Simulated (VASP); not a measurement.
# SiNi3 (Pm-3m) in VASP: a series of runs

SiNi3 is run at these levels: revPBE, PBE; tasks: single point.

All numbers are computed with VASP 6.6.1; they aren't measurements. Logs are shortened: lines on timing, memory, paths and dates and some standing lists are left out, and cuts for length are marked.

## Step 1: The cell of the first run

Symmetry: Pm-3m, No. 221, cubic system. The conventional cell has a = 3.542 Å, b = 3.542 Å, c = 3.542 Å, α = 90.00°, β = 90.00°, γ = 90.00°. Ni (site symmetry 4/mmm) has 8 Ni at 2.50 Å and 4 Si at 2.50 Å within 3.3 Å. Within 3.3 Å of Si (site symmetry m-3m) lie 12 Ni at 2.50 Å.

## Step 2: Single point, revPBE, collinear spin, ferromagnetic start

Input file INCAR:

```
ALGO = Normal
EDIFF = 1E-6
ENCUT = 690
GGA = RE
GGA_COMPAT = F
ISIF = 2
ISMEAR = -1
ISPIN = 2
LASPH = T
LCHARG = T
LELF = T
LMAXMIX = 4
LORBIT = 11
LREAL = F
LVHAR = T
LWAVE = F
MAGMOM = 1 1 1 0
NBANDS = 41
NELM = 200
PREC = Accurate
SIGMA = 0.05
```

Input file KPOINTS:

```
k-points
0
Gamma
  8 8 8
```

Input file POSCAR:

```
SiNi3
1.0
    3.5420000000      0.0000000000      0.0000000000
    0.0000000000      3.5420000000      0.0000000000
    0.0000000000      0.0000000000      3.5420000000
Ni Si
3 1
Direct
    0.5000000000      0.5000000000      0.0000000000
    0.5000000000      0.0000000000      0.5000000000
    0.0000000000      0.5000000000      0.5000000000
    0.0000000000      0.0000000000      0.0000000000
```

Potentials or basis: VASP PAW PBE potentials, release 64 (Ni_sv_GW, Si).

On the command line:

```bash
$ cat potpaw_PBE.64/Ni_sv_GW/POTCAR potpaw_PBE.64/Si/POTCAR > POTCAR
$ mpirun -np 1 vasp_std > vasp.out
```

OUTCAR:

```text
EDIFF = 1E-6
   ENCUT = 690
   GGA = RE
   ISIF = 2
   ISMEAR = -1
   ISPIN = 2
   LASPH = T
   LORBIT = 11
   LREAL = F
   NELM = 200
   PREC = Accurate

 ion  position               nearest neighbor table
   1  0.500  0.500  0.000-   2 2.50   3 2.50   4 2.50   2 2.50   3 2.50   2 2.50   4 2.50   2 2.50
                             3 2.50   4 2.50   3 2.50   4 2.50
   2  0.500  0.000  0.500-   1 2.50   3 2.50   4 2.50   1 2.50   4 2.50   1 2.50   3 2.50   1 2.50
                             3 2.50   4 2.50   4 2.50   3 2.50
   3  0.000  0.500  0.500-   1 2.50   2 2.50   4 2.50   1 2.50   4 2.50   2 2.50   4 2.50   4 2.50
                             1 2.50   2 2.50   1 2.50   2 2.50
   4  0.000  0.000  0.000-   1 2.50   2 2.50   3 2.50   2 2.50   3 2.50   1 2.50   3 2.50   3 2.50
                             1 2.50   2 2.50   2 2.50   1 2.50

  LATTYP: Found a simple cubic cell.
 ALAT       =     3.5420000000

  Lattice vectors:

 A1 = (   3.5420000000,   0.0000000000,   0.0000000000)
 A2 = (   0.0000000000,   3.5420000000,   0.0000000000)
 A3 = (   0.0000000000,   0.0000000000,   3.5420000000)

Analysis of symmetry for initial positions (statically):
=====================================================================
 Subroutine PRICEL returns:
 Original cell was already a primitive cell.

 Routine SETGRP: Setting up the symmetry group for a
 simple cubic supercell.

 Subroutine GETGRP returns: Found 48 space group operations
 (whereof 48 operations were pure point group operations)
 out of a pool of 48 trial point group operations.

The static configuration has the point symmetry O_h .

Analysis of symmetry for dynamics (positions and initial velocities):
=====================================================================
 Subroutine PRICEL returns:
 Original cell was already a primitive cell.

 Routine SETGRP: Setting up the symmetry group for a
 simple cubic supercell.

 Subroutine GETGRP returns: Found 48 space group operations
 (whereof 48 operations were pure point group operations)
 out of a pool of 48 trial point group operations.

The dynamic configuration has the point symmetry O_h .

Analysis of structural, dynamic, and magnetic symmetry:
=====================================================================
 Subroutine PRICEL returns:
 Original cell was already a primitive cell.

 Routine SETGRP: Setting up the symmetry group for a
 simple cubic supercell.

 Subroutine GETGRP returns: Found 48 space group operations
 (whereof 48 operations were pure point group operations)
 out of a pool of 48 trial point group operations.

The overall configuration has the point symmetry O_h .

 Subroutine INISYM returns: Found 48 space group operations
 (whereof 48 operations are pure point group operations),
 and found     1 'primitive' translations

----------------------------------------------------------------------------------------

                                     Primitive cell

  volume of cell :      44.4371

  direct lattice vectors                    reciprocal lattice vectors
     3.542000000  0.000000000  0.000000000     0.282326369  0.000000000  0.000000000
     0.000000000  3.542000000  0.000000000     0.000000000  0.282326369  0.000000000
     0.000000000  0.000000000  3.542000000     0.000000000  0.000000000  0.282326369

  length of vectors
     3.542000000  3.542000000  3.542000000     0.282326369  0.282326369  0.282326369

  position of ions in fractional coordinates (direct lattice)
     0.500000000  0.500000000  0.000000000
     0.500000000  0.000000000  0.500000000
     0.000000000  0.500000000  0.500000000
     0.000000000  0.000000000  0.000000000

  ion indices of the primitive-cell ions
   primitive index   ion index
                 1           1
                 2           2
                 3           3
                 4           4

----------------------------------------------------------------------------------------

 KPOINTS: k-points

Automatic generation of k-mesh.
 Grid dimensions read from file:
 generate k-points for:    8    8    8

 Generating k-lattice:

  Cartesian coordinates                     Fractional coordinates (reciprocal lattice)
     0.035290796  0.000000000  0.000000000     0.125000000  0.000000000  0.000000000
     0.000000000  0.035290796  0.000000000     0.000000000  0.125000000  0.000000000
     0.000000000  0.000000000  0.035290796     0.000000000  0.000000000  0.125000000

  Length of vectors
     0.035290796  0.035290796  0.035290796

  Shift w.r.t. Gamma in fractional coordinates (k-lattice)
     0.000000000  0.000000000  0.000000000

 Subroutine IBZKPT returns following result:
 ===========================================

 Found     35 irreducible k-points:

 Following reciprocal coordinates:
            Coordinates               Weight
  0.000000  0.000000  0.000000      1.000000
  0.125000  0.000000  0.000000      6.000000
  0.250000  0.000000  0.000000      6.000000
  0.375000  0.000000  0.000000      6.000000
  0.500000  0.000000  0.000000      3.000000
  0.125000  0.125000  0.000000     12.000000
[... 16 lines left out ...]
  0.375000  0.375000  0.125000     24.000000
  0.500000  0.375000  0.125000     24.000000
 [... further k-points ...]
   k-points           NKPTS =     35   k-points in BZ     NKDIM =     35   number of bands    NBANDS=     41
   number of dos      NEDOS =    301   number of ions     NIONS =      4
   total plane-waves  NPLWV =  27000
   dimension x,y,z NGX =    30 NGY =   30 NGZ =   30
   dimension x,y,z NGXF=    60 NGYF=   60 NGZF=   60
   ions per type =               3   1
   NGX,Y,Z   is equivalent  to a cutoff of  14.08, 14.08, 14.08 a.u.
   NGXF,Y,Z  is equivalent  to a cutoff of  28.16, 28.16, 28.16 a.u.
 SYSTEM =  unknown system
   PREC   = accura    normal or accurate (medium, high low for compatibility)
   ISTART =      0    job   : 0-new  1-cont  2-samecut
   ICHARG =      2    charge: 1-file 2-atom 10-const
   ISPIN  =      2    spin polarized calculation?
   LNONCOLLINEAR =      F non collinear calculations
   LSORBIT =      F    spin-orbit coupling
   LASPH  =      T    aspherical Exc in radial PAW
   ENCUT  =  690.0 eV  50.71 Ry    7.12 a.u.   7.59  7.59  7.59*2*pi/ulx,y,z
   NELM   =    200;   NELMIN=  2; NELMDL= -5     # of ELM steps
   EDIFF  = 0.1E-05   stopping-criterion for ELM
   LREAL  =      F    real-space projection
[... 7 lines left out ...]
   TEBEG  =    0.0;   TEEND  =   0.0 temperature during run
   PSTRESS=    0.0 pullay stress
   NELECT =      58.0000    total number of electrons
   NUPDOWN=      -1.0000    fix difference up-down
   EMIN   =  10.00;   EMAX   =-10.00  energy-range for DOS
   EFERMI =   0.00;   METHOD = LEGACY
   ISMEAR =    -1;   SIGMA  =   0.05  broadening in eV -4-tet -1-fermi 0-gaus
   EFERMI_NEDOS =   21; number of points for ismear=-14 and -15
   IALGO  =     38    algorithm
   IMIX   =      4    mixing-type and parameters
     AMIX     =   0.40;   BMIX     =  1.00
     AMIX_MAG =   1.60;   BMIX_MAG =  1.00
  volume/ion in A,a.u.               =      11.11        74.97
  Fermi-wavevector in a.u.,A,eV,Ry     =   1.789104  3.380916 43.550799  3.200893
  Thomas-Fermi vector in A             =   2.852146
   LORBIT       =     11    0 simple, 1 ext, 2 COOP (PROOUT), +10 PAW based schemes
   GGA     = RE    functional components
   LHFCALC =     F    Hartree Fock is set to
   AEXX    =    0.0000 exact exchange contribution
   IVDW    =     0    specifies the selected vdW correction
   LEPSILON=     F    determine dielectric tensor
   LRPA    =     F    only Hartree local field effects (RPA)
 spin polarized calculation
  energy-cutoff  :      690.00
  volume of cell :       44.44
 maximum number of plane-waves:      1856
   NGX = 15   NGY = 15   NGZ = 15

 number of electron      57.9999920 magnetization      -0.0017351

 number of electron      57.9999920 magnetization       0.0001558

 Free energy of the ion-electron system (eV)
  ---------------------------------------------------
  ext. energy  EPLUGINS =         0.00000000
  ---------------------------------------------------
  free energy    TOTEN  =       -24.91658246 eV

  energy without entropy =      -24.89751549  energy(sigma->0) =      -24.90704898

 E-fermi :   9.1871     XC(G=0): -13.2933

 val. band max:        9.1271098264   @ k =   0.1250   0.1250   0.0000
 cond. band min:       9.1958186602   @ k =   0.5000   0.3750   0.3750
 fundamental gap:      0.0687088338
 Fermi energy:         9.1871310148

 spin component 1

 k-point     1 :       0.0000    0.0000    0.0000
  band No.  band energies     occupation
      1     -94.0602      1.00000
      2     -94.0297      1.00000
      3     -94.0297      1.00000
      4     -54.4665      1.00000
      5     -54.4665      1.00000
      6     -54.4665      1.00000
[... 1045 lines left out ...]
     40      23.7188      0.00000
     41      26.0023      0.00000

 [... further k-points ...]

 spin component 2

 k-point     1 :       0.0000    0.0000    0.0000
  band No.  band energies     occupation
      1     -94.0605      1.00000
      2     -94.0300      1.00000
      3     -94.0300      1.00000
      4     -54.4668      1.00000
      5     -54.4668      1.00000
      6     -54.4668      1.00000
[... 1045 lines left out ...]
     40      23.7189      0.00000
     41      25.9089      0.00000

 [... further k-points ...]
[... 5 lines left out ...]
  --------------------------------------------------------------------------------------
  -------------------------------------------------------------------------------------
  Total       -0.9509816     -0.9509816     -0.9509816      0.0000000     -0.0000000      0.0000000
  in kB      -34.2875940    -34.2875940    -34.2875940      0.0000000     -0.0000000      0.0000000
  external PRESSURE =     -34.2875940 kB  Pullay stress =       0.0000000 kB

 VOLUME and BASIS-vectors are now :
 -----------------------------------------------------------------------------
  energy-cutoff  :      690.00
  volume of cell :       44.44
      direct lattice vectors                 reciprocal lattice vectors
     3.542000000  0.000000000  0.000000000     0.282326369  0.000000000  0.000000000
     0.000000000  3.542000000  0.000000000     0.000000000  0.282326369  0.000000000
     0.000000000  0.000000000  3.542000000     0.000000000  0.000000000  0.282326369

 POSITION                                       TOTAL-FORCE (eV/Angst)
 -----------------------------------------------------------------------------------
      1.77100      1.77100      0.00000         0.000000      0.000000      0.000000
      1.77100      0.00000      1.77100         0.000000      0.000000      0.000000
      0.00000      1.77100      1.77100         0.000000      0.000000      0.000000
      0.00000      0.00000      0.00000         0.000000      0.000000      0.000000
 -----------------------------------------------------------------------------------
    total drift:                                0.000000      0.000000     -0.000000

  FREE ENERGIE OF THE ION-ELECTRON SYSTEM (eV)
  ---------------------------------------------------
  free  energy   TOTEN  =       -24.9165824638 eV

  energy  without entropy=      -24.8975154941  energy(sigma->0) =      -24.90704898

 total charge

# of ion       s       p       d       f       tot
--------------------------------------------------
    1        2.222   6.311   7.857   0.004  16.395
    2        2.222   6.311   7.857   0.004  16.395
    3        2.222   6.311   7.857   0.004  16.395
    4        0.728   0.807   0.000   0.000   1.536
--------------------------------------------------
tot          7.395  19.742  23.571   0.013  50.721

 magnetization (x)

# of ion       s       p       d       f       tot
--------------------------------------------------
    1       -0.000  -0.000  -0.000   0.000  -0.000
    2       -0.000  -0.000  -0.000   0.000  -0.000
    3       -0.000  -0.000  -0.000   0.000  -0.000
    4       -0.000   0.000   0.000   0.000  -0.000
--------------------------------------------------
tot         -0.000  -0.000  -0.000   0.000  -0.000
```

It took 1.7 min on 1 thread of Intel Xeon 6975P-C (Granite Rapids), shared host; peak memory 0.3 GiB.

What came out:

```
Free energy                                           : -24.9166 eV
Pressure                                              : -3.4 GPa
Band gap on the k mesh                                : zero (filled and empty bands overlap)
Net moment                                            : 0.00 μB per cell
Valence electrons inside the program's atomic spheres : Ni 16.39; Si 1.54
```

Caveat: the cell stands under tension; the moments typed at the start vanished in this run; the PAW data sets were made with another functional, which shifts forces and pressure a little.

## Step 3: Single point, PBE, collinear spin, ferromagnetic start

Input file INCAR:

```
SYSTEM = SiNi3
PREC     = Accurate       ! precision mode
ENCUT    = 690            ! plane-wave cutoff, eV
EDIFF    = 1E-6           ! SCF threshold, eV
ISMEAR   = 0              ! smearing method
SIGMA    = 0.026000000000000002 ! smearing width, eV
LREAL    = .False.        ! projectors in reciprocal space
LASPH    = .True.         ! aspherical terms in the spheres
NELM     = 200            ! most SCF steps
ALGO     = Normal         ! electronic algorithm
ISIF     = 2              ! what is computed and relaxed
LWAVE    = .False.        ! write WAVECAR
LCHARG   = .False.        ! write CHGCAR
ISPIN    = 2              ! spin polarisation
MAGMOM   = 1 1 1 0        ! initial moments
LORBIT   = 11             ! projections on sites
LMAXMIX  = 4              ! l up to which the mixer works
GGA      = PE             ! functional
NBANDS   = 41             ! bands
GGA_COMPAT= .False.
```

Input file KPOINTS:

```
regular mesh
0
Gamma
  8 8 8
  0 0 0
```

POSCAR is that of step 2.

Potentials or basis: VASP PAW PBE potentials, release 64 (Ni_sv_GW, Si).

On the command line:

```bash
$ cat potpaw_PBE.64/Ni_sv_GW/POTCAR potpaw_PBE.64/Si/POTCAR > POTCAR
$ mpirun -np 1 vasp_std > vasp.out
```

Wall time 100 s (1 thread of Intel Xeon 6975P-C (Granite Rapids), shared host); peak memory 0.29 GiB.

It converged, with:

```yaml
Free_energy: -26.4921 eV
Pressure: -6.8 GPa
Band_gap_on_the_k_mesh: zero (filled and empty bands overlap)
Net_moment: 0.00 μB per cell
Valence_electrons_inside_the_program's_atomic_spheres: Ni 16.40; Si 1.53
```

Levels at points of the mesh, in eV from the Fermi level:
Spin up:
```tsv
k point	band 27	band 28	band 29	band 30	band 31	band 32
(0.00, 0.00, 0.00)	-0.61	-0.29	0.02	0.02	0.02	4.50
(0.50, 0.00, 0.00)	-1.11	-0.54	0.03	3.46	3.46	4.89
(0.50, 0.50, 0.00)	-1.07	-0.98	-0.92	0.61	0.61	5.39
(0.50, 0.50, 0.50)	-1.19	-0.43	-0.20	-0.20	-0.20	1.08
```
Spin down:
```tsv
k point	band 25	band 26	band 27	band 28	band 29	band 30	band 31	band 32	band 33	band 34
(0.00, 0.00, 0.00)	-0.92	-0.61	-0.61	-0.29	0.03	0.03	0.03	4.50	6.15	6.15
(0.50, 0.00, 0.00)	-1.27	-1.26	-1.11	-0.54	0.03	3.46	3.46	4.89	5.14	5.14
(0.50, 0.50, 0.00)	-1.39	-1.39	-1.07	-0.98	-0.92	0.61	0.61	5.39	6.13	7.51
(0.50, 0.50, 0.50)	-1.40	-1.19	-1.19	-0.43	-0.20	-0.20	-0.20	1.08	3.85	3.85
```

Caveat: the cell stands under tension; the moments typed at the start vanished in this run.

The gap in the log of VASP goes by the Fermi energy; the results here count the filled bands.